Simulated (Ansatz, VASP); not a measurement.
## Two plane-wave programs on Ga

```
Ga
1.0
    -1.69835    1.69835    1.69835
     1.69835   -1.69835    1.69835
     1.69835    1.69835   -1.69835
Ga
1
Direct
  0.00000 0.00000 0.00000
```

Alike in both runs: task relaxation of cell and atoms; functional LDA; k mesh 13 × 13 × 13; occupations fermi-dirac, width 0.1 eV; no spin polarisation.

|  | VASP | Ansatz |
| --- | --- | --- |
| version | VASP 6.6.1 | Ansatz 0.2.0 |
| potentials or method | VASP PAW LDA potentials, release 64 (Ga_d), cutoff 600 eV | plane waves (420 eV) with PAW, scalar-relativistic |
| valence electrons in the cell | 13 | 13 |

|  | VASP | Ansatz | Ansatz less VASP |
| --- | --- | --- | --- |
| relaxed volume (Å³/atom) | 17.42 | 17.38 | -0.038 |
| relaxed cell length with the largest relative difference (Å) | 2.828 | 2.826 | -0.0021 |

Ansatz warns that its potentials were made for another functional, while VASP's fit it. LDA's correlation is that of Perdew and Zunger in VASP and of Perdew and Wang (1992) in Ansatz.
